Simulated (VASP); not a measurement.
# Bi2Te3 (R-3m) in VASP: further runs

The runs below take Bi2Te3 through single point, with PBE.

Everything below comes from runs of VASP 6.6.1. Logs are shortened: lines on timing, memory, paths and dates and some standing lists are left out, and cuts for length are marked.

### 1 The cell of the first run

The structure is trigonal, space group R-3m (No. 166). Conventional cell: a = 4.415 Å, b = 4.415 Å, c = 30.699 Å, α = 90.00°, β = 90.00°, γ = 120.00°. Bi (site symmetry 3m) has 6 Te at 3.08 to 3.26 Å within 4.1 Å. Within 4.6 Å of Te (site symmetry -3m) lie 6 Bi at 3.26 Å and 12 Te at 4.42 to 4.54 Å. Within 4.1 Å of Te (site symmetry 3m) lie 3 Bi at 3.08 Å and 3 Te at 3.72 Å.

### 2 Single point, PBE (34.55 Å³/atom)

The input, INCAR:

```
SYSTEM = Bi2Te3
PREC     = Accurate       ! precision mode
ENCUT    = 520            ! plane-wave cutoff, eV
EDIFF    = 1E-6           ! SCF threshold, eV
ISMEAR   = -1             ! smearing method
SIGMA    = 0.02           ! smearing width, eV
LREAL    = .False.        ! projectors in reciprocal space
LASPH    = .True.         ! aspherical terms in the spheres
NELM     = 80             ! most SCF steps
ALGO     = Normal         ! electronic algorithm
ISIF     = 2              ! what is computed and relaxed
LWAVE    = .False.        ! write WAVECAR
LCHARG   = .True.         ! write CHGCAR
GGA      = PE             ! functional
LELF     = .True.         ! ELF
LVHAR    = .True.       
NBANDS   = 32             ! bands
```

The input, KPOINTS:

```
regular mesh
0
Gamma
  12 12 12
  0 0 0
```

The input, POSCAR:

```
Bi2Te3
1.0
    2.2075236021      1.2745143459     10.2329909245
   -2.2075236021      1.2745143459     10.2329909245
    0.0000000000     -2.5490286918     10.2329909245
Bi Te
2 3
Direct
    0.3995830618      0.3995830618      0.3995830618
    0.6004169382      0.6004169382      0.6004169382
    0.0000000000      0.0000000000      0.0000000000
    0.2108473528      0.2108473528      0.2108473528
    0.7891526472      0.7891526472      0.7891526472
```

Potentials or basis: VASP PAW PBE potentials, release 64 (Bi_d, Te).

Run with:

```sh
cat potpaw_PBE.64/Bi_d/POTCAR potpaw_PBE.64/Te/POTCAR > POTCAR
mpirun -np 1 vasp_std > vasp.out
```

OUTCAR:

```text
SYSTEM = Bi2Te3
   PREC = Accurate
   ENCUT = 520
   EDIFF = 1E-6
   ISMEAR = -1
   LREAL = .False.
   LASPH = .True.
   NELM = 80
   ISIF = 2
   GGA = PE

 ion  position               nearest neighbor table
   1  0.400  0.400  0.400-   5 3.08   5 3.08   5 3.08   3 3.26   3 3.26   3 3.26
   2  0.600  0.600  0.600-   4 3.08   4 3.08   4 3.08   3 3.26   3 3.26   3 3.26
   3  0.000  0.000  0.000-   2 3.26   1 3.26   2 3.26   2 3.26   1 3.26   1 3.26
   4  0.211  0.211  0.211-   2 3.08   2 3.08   2 3.08
   5  0.789  0.789  0.789-   1 3.08   1 3.08   1 3.08

  LATTYP: Found a trigonal (rhomboedric) cell.
 ALAT       =    10.5456934591
 COS(alpha) =     0.9123624111

  Lattice vectors:

 A1 = (   2.2075236021,   1.2745143459,  10.2329909245)
 A2 = (  -2.2075236021,   1.2745143459,  10.2329909245)
 A3 = (   0.0000000000,  -2.5490286918,  10.2329909245)

Analysis of symmetry for initial positions (statically):
=====================================================================
 Subroutine PRICEL returns:
 Original cell was already a primitive cell.

 Routine SETGRP: Setting up the symmetry group for a
 trigonal (rhombohedral) supercell.

 Subroutine GETGRP returns: Found 12 space group operations
 (whereof 12 operations were pure point group operations)
 out of a pool of 12 trial point group operations.

The static configuration has the point symmetry D_3d.

Analysis of symmetry for dynamics (positions and initial velocities):
=====================================================================
 Subroutine PRICEL returns:
 Original cell was already a primitive cell.

 Routine SETGRP: Setting up the symmetry group for a
 trigonal (rhombohedral) supercell.

 Subroutine GETGRP returns: Found 12 space group operations
 (whereof 12 operations were pure point group operations)
 out of a pool of 12 trial point group operations.

The dynamic configuration has the point symmetry D_3d.

 Subroutine INISYM returns: Found 12 space group operations
 (whereof 12 operations are pure point group operations),
 and found     1 'primitive' translations

----------------------------------------------------------------------------------------

                                     Primitive cell

  volume of cell :     172.7444

  direct lattice vectors                    reciprocal lattice vectors
     2.207523602  1.274514346 10.232990924     0.226498145  0.130768765  0.032574380
    -2.207523602  1.274514346 10.232990924    -0.226498145  0.130768765  0.032574380
     0.000000000 -2.549028692 10.232990924     0.000000000 -0.261537529  0.032574380

  length of vectors
    10.545693459 10.545693459 10.545693459     0.263558285  0.263558285  0.263558285

  position of ions in fractional coordinates (direct lattice)
     0.399583062  0.399583062  0.399583062
     0.600416938  0.600416938  0.600416938
     0.000000000  0.000000000  0.000000000
     0.210847353  0.210847353  0.210847353
     0.789152647  0.789152647  0.789152647

  ion indices of the primitive-cell ions
   primitive index   ion index
                 1           1
                 2           2
                 3           3
                 4           4
                 5           5

----------------------------------------------------------------------------------------

 KPOINTS: regular mesh

Automatic generation of k-mesh.
 Grid dimensions read from file:
 generate k-points for:   12   12   12

 Generating k-lattice:

  Cartesian coordinates                     Fractional coordinates (reciprocal lattice)
     0.018874845  0.010897397  0.002714532     0.083333333  0.000000000  0.000000000
    -0.018874845  0.010897397  0.002714532     0.000000000  0.083333333  0.000000000
     0.000000000 -0.021794794  0.002714532     0.000000000  0.000000000  0.083333333

  Length of vectors
     0.021963190  0.021963190  0.021963190

  Shift w.r.t. Gamma in fractional coordinates (k-lattice)
     0.000000000  0.000000000  0.000000000

 Subroutine IBZKPT returns following result:
 ===========================================

 Found    189 irreducible k-points:

 Following reciprocal coordinates:
            Coordinates               Weight
  0.000000  0.000000  0.000000      1.000000
  0.083333  0.000000 -0.000000      6.000000
  0.166667  0.000000 -0.000000      6.000000
  0.250000  0.000000 -0.000000      6.000000
  0.333333  0.000000 -0.000000      6.000000
  0.416667 -0.000000  0.000000      6.000000
[... 16 lines left out ...]
  0.500000  0.166667 -0.000000     12.000000
 -0.416667  0.166667 -0.000000     12.000000
 [... further k-points ...]
   k-points           NKPTS =    189   k-points in BZ     NKDIM =    189   number of bands    NBANDS=     32
   number of dos      NEDOS =    301   number of ions     NIONS =      5
   total plane-waves  NPLWV = 512000
   dimension x,y,z NGX =    80 NGY =   80 NGZ =   80
   dimension x,y,z NGXF=   160 NGYF=  160 NGZF=  160
   ions per type =               2   3
   NGX,Y,Z   is equivalent  to a cutoff of  12.61, 12.61, 12.61 a.u.
   NGXF,Y,Z  is equivalent  to a cutoff of  25.22, 25.22, 25.22 a.u.
 SYSTEM =  Bi2Te3
   PREC   = accura    normal or accurate (medium, high low for compatibility)
   ISTART =      0    job   : 0-new  1-cont  2-samecut
   ICHARG =      2    charge: 1-file 2-atom 10-const
   ISPIN  =      1    spin polarized calculation?
   LNONCOLLINEAR =      F non collinear calculations
   LSORBIT =      F    spin-orbit coupling
   LASPH  =      T    aspherical Exc in radial PAW
   ENCUT  =  520.0 eV  38.22 Ry    6.18 a.u.  19.61 19.61 19.61*2*pi/ulx,y,z
   NELM   =     80;   NELMIN=  2; NELMDL= -5     # of ELM steps
   EDIFF  = 0.1E-05   stopping-criterion for ELM
   LREAL  =      F    real-space projection
   EDIFFG = 0.1E-04   stopping-criterion for IOM
   NSW    =      0    number of steps for IOM
[... 5 lines left out ...]
   TEBEG  =    0.0;   TEEND  =   0.0 temperature during run
   PSTRESS=    0.0 pullay stress
   NELECT =      48.0000    total number of electrons
   NUPDOWN=      -1.0000    fix difference up-down
   EMIN   =  10.00;   EMAX   =-10.00  energy-range for DOS
   EFERMI =   0.00;   METHOD = LEGACY
   ISMEAR =    -1;   SIGMA  =   0.02  broadening in eV -4-tet -1-fermi 0-gaus
   EFERMI_NEDOS =   21; number of points for ismear=-14 and -15
   IALGO  =     38    algorithm
   IMIX   =      4    mixing-type and parameters
     AMIX     =   0.40;   BMIX     =  1.00
     AMIX_MAG =   1.60;   BMIX_MAG =  1.00
  volume/ion in A,a.u.               =      34.55       233.15
  Fermi-wavevector in a.u.,A,eV,Ry     =   1.068285  2.018767 15.527425  1.141234
  Thomas-Fermi vector in A             =   2.203929
   LORBIT       =      0    0 simple, 1 ext, 2 COOP (PROOUT), +10 PAW based schemes
   GGA     = PE    functional components
   LHFCALC =     F    Hartree Fock is set to
   AEXX    =    0.0000 exact exchange contribution
   IVDW    =     0    specifies the selected vdW correction
   LEPSILON=     F    determine dielectric tensor
   LRPA    =     F    only Hartree local field effects (RPA)
 non-spin polarized calculation
  energy-cutoff  :      520.00
  volume of cell :      172.74
 maximum number of plane-waves:      4679
   NGX = 39   NGY = 39   NGZ = 39

 number of electron      48.0000000 magnetization

 Free energy of the ion-electron system (eV)
  ---------------------------------------------------
  ext. energy  EPLUGINS =         0.00000000
  ---------------------------------------------------
  free energy    TOTEN  =       -18.36983850 eV

  energy without entropy =      -18.36983816  energy(sigma->0) =      -18.36983833

 E-fermi :   6.0737     XC(G=0):  -9.2310

 val. band max:        5.9274099460   @ k =   0.0000   0.0000   0.0000
 cond. band min:       6.2183151519   @ k =   0.0000   0.0000   0.0000
 fundamental gap:      0.2909052059
 Fermi energy:         6.0737158432

 k-point     1 :       0.0000    0.0000    0.0000
  band No.  band energies     occupation
      1     -17.2286      2.00000
      2     -17.2286      2.00000
      3     -17.2272      2.00000
      4     -17.2272      2.00000
      5     -17.2226      2.00000
      6     -17.2214      2.00000
[... 24 lines left out ...]
     31      10.8581      0.00000
     32      11.4303      0.00000

 k-point     2 :       0.0833    0.0000   -0.0000
  band No.  band energies     occupation
      1     -17.2291      2.00000
      2     -17.2279      2.00000
      3     -17.2277      2.00000
      4     -17.2266      2.00000
      5     -17.2222      2.00000
      6     -17.2210      2.00000
[... 24 lines left out ...]
     31      10.7498      0.00000
     32      11.0358      0.00000

 k-point     3 :       0.1667    0.0000   -0.0000
  band No.  band energies     occupation
      1     -17.2307      2.00000
      2     -17.2291      2.00000
      3     -17.2263      2.00000
      4     -17.2250      2.00000
      5     -17.2212      2.00000
      6     -17.2200      2.00000
[... 24 lines left out ...]
     31      10.1899      0.00000
     32      11.0203      0.00000

 k-point     4 :       0.2500    0.0000   -0.0000
  band No.  band energies     occupation
      1     -17.2331      2.00000
      2     -17.2312      2.00000
      3     -17.2249      2.00000
      4     -17.2233      2.00000
      5     -17.2217      2.00000
      6     -17.2195      2.00000
[... 654 lines left out ...]
     31      10.1745      0.00000
     32      10.9182      0.00000

 k-point    23 :       0.5000    0.1667   -0.0000
  band No.  band energies     occupation
      1     -17.2354      2.00000
      2     -17.2334      2.00000
      3     -17.2262      2.00000
      4     -17.2236      2.00000
      5     -17.2213      2.00000
      6     -17.2195      2.00000
[... 24 lines left out ...]
     31      10.1345      0.00000
     32      10.7178      0.00000

 k-point    24 :      -0.4167    0.1667   -0.0000
  band No.  band energies     occupation
      1     -17.2359      2.00000
      2     -17.2337      2.00000
      3     -17.2265      2.00000
      4     -17.2235      2.00000
      5     -17.2215      2.00000
      6     -17.2196      2.00000
[... 24 lines left out ...]
     31      10.0284      0.00000
     32      10.7468      0.00000

 [... further k-points ...]

------------------------ aborting loop because EDIFF is reached ----------------------------------------

  FORCE on cell =-STRESS in cart. coord.  units (eV):
  Direction    XX          YY          ZZ          XY          YZ          ZX
  --------------------------------------------------------------------------------------
  -------------------------------------------------------------------------------------
  Total        1.3376167      1.3376167      1.3944438      0.0000000      0.0000000      0.0000000
  in kB       12.4061873     12.4061873     12.9332503      0.0000000      0.0000000      0.0000000
  external PRESSURE =      12.5818750 kB  Pullay stress =       0.0000000 kB

 VOLUME and BASIS-vectors are now :
 -----------------------------------------------------------------------------
  energy-cutoff  :      520.00
  volume of cell :      172.74
      direct lattice vectors                 reciprocal lattice vectors
     2.207523602  1.274514346 10.232990924     0.226498145  0.130768765  0.032574380
    -2.207523602  1.274514346 10.232990924    -0.226498145  0.130768765  0.032574380
     0.000000000 -2.549028692 10.232990924     0.000000000 -0.261537529  0.032574380

 POSITION                                       TOTAL-FORCE (eV/Angst)
 -----------------------------------------------------------------------------------
      0.00000      0.00000     12.26679         0.000000      0.000000     -0.005067
      0.00000      0.00000     18.43218         0.000000      0.000000      0.005067
      0.00000      0.00000      0.00000         0.000000      0.000000      0.000000
      0.00000      0.00000      6.47280         0.000000     -0.000000     -0.011359
      0.00000      0.00000     24.22618         0.000000     -0.000000      0.011359
 -----------------------------------------------------------------------------------
    total drift:                                0.000000      0.000000      0.000000

  FREE ENERGIE OF THE ION-ELECTRON SYSTEM (eV)
  ---------------------------------------------------
  free  energy   TOTEN  =       -18.3698384994 eV

  energy  without entropy=      -18.3698381624  energy(sigma->0) =      -18.36983833
```

It took 2.6 h on 1 thread of Oxide Virtual Turin-like, shared host; peak memory 1.5 GiB.

What came out:

```yaml
Free_energy: -18.3698 eV
Pressure: 1.3 GPa
Largest_force: 0.011 eV/Å
Band_gap_on_the_k_mesh: 0.29 eV
```

Forces in eV/Å, atoms in the order of the input:
```
Bi   0.000  0.000 -0.005
Bi   0.000  0.000  0.005
Te   0.000  0.000  0.000
Te   0.000  0.000 -0.011
Te   0.000  0.000  0.011
```

Levels at points of the mesh, in eV from the valence-band top:
| k point | band 20 | band 21 | band 22 | band 23 | band 24 | band 25 | band 26 | band 27 | band 28 | band 29 |
| --- | --- | --- | --- | --- | --- | --- | --- | --- | --- | --- |
| (0.00, 0.00, 0.00) | -1.64 | -1.64 | -0.84 | -0.84 | 0.00 | 0.29 | 0.73 | 0.73 | 1.93 | 2.13 |
| (0.50, 0.00, 0.00) | -3.04 | -2.80 | -2.22 | -0.88 | -0.50 | 0.63 | 1.20 | 2.77 | 2.82 | 3.42 |
| (0.50, 0.50, 0.00) | -2.33 | -1.88 | -1.76 | -1.42 | -0.91 | 1.02 | 1.49 | 2.08 | 2.68 | 2.82 |
| (0.50, 0.50, 0.50) | -1.39 | -1.39 | -1.08 | -1.08 | -0.38 | 0.77 | 1.15 | 1.15 | 1.71 | 1.71 |

Caveat: spin-orbit coupling is left out, which moves the levels of the heavy elements.

### 3 Single point, PBE

This run uses another cell than the first one, of 33.87 Å³/atom.

The input, INCAR:

```
SYSTEM = Bi2Te3
ALGO = Normal
EDIFF = 1E-6
ENCUT = 520
GGA = PE
ISIF = 2
ISMEAR = -1
LASPH = .True.
LCHARG = .False.
LREAL = .False.
LWAVE = .False.
NBANDS = 32
NELM = 80
PREC = Accurate
SIGMA = 0.02
```

The input, KPOINTS:

```
k-points
0
Gamma
  12 12 12
  0 0 0
```

The input, POSCAR:

```
Bi2Te3
1.0
    2.1930000000      1.2661291403     10.1656666667
   -2.1930000000      1.2661291403     10.1656666667
    0.0000000000     -2.5322582807     10.1656666667
Bi Te
2 3
Direct
    0.3999813027      0.3999813027      0.3999813027
    0.6000186973      0.6000186973      0.6000186973
    0.0000000000      0.0000000000      0.0000000000
    0.2097944549      0.2097944549      0.2097944549
    0.7902055451      0.7902055451      0.7902055451
```

Potentials or basis: VASP PAW PBE potentials, release 64 (Bi_d, Te).

Run with:

```sh
cat potpaw_PBE.64/Bi_d/POTCAR potpaw_PBE.64/Te/POTCAR > POTCAR
mpirun -np 1 vasp_std > vasp.out
```

Wall time 1.9 h (1 thread of Oxide Virtual Turin-like, shared host); peak memory 1.5 GiB.

Results (log left out):

- Free energy: -18.3357 eV
- Pressure: 2.0 GPa
- Largest force: 0.013 eV/Å
- Band gap on the k mesh: 0.28 eV

Forces in eV/Å, atoms in the order of the input:
```
Bi   0.000  0.000 -0.009
Bi   0.000  0.000  0.009
Te   0.000  0.000  0.000
Te   0.000  0.000 -0.013
Te   0.000  0.000  0.013
```

Stress tensor (GPa, compression positive):
```
2.03 0.00 0.00
0.00 2.03 0.00
0.00 0.00 1.92
```

Levels at points of the mesh, in eV from the valence-band top:
```
           k point  band 20  band 21  band 22  band 23  band 24  band 25  band 26  band 27  band 28  band 29
(0.00, 0.00, 0.00)    -1.72    -1.72    -0.88    -0.88     0.00     0.28     0.66     0.66     1.94     2.10
(0.50, 0.00, 0.00)    -3.17    -2.92    -2.40    -0.93    -0.52     0.57     1.08     2.76     2.77     3.32
(0.50, 0.50, 0.00)    -2.38    -1.99    -1.82    -1.54    -0.97     0.88     1.49     2.06     2.65     2.74
(0.50, 0.50, 0.50)    -1.44    -1.44    -1.16    -1.16    -0.42     0.80     1.13     1.13     1.65     1.65
```

Caveat: spin-orbit coupling is left out, which moves the levels of the heavy elements.
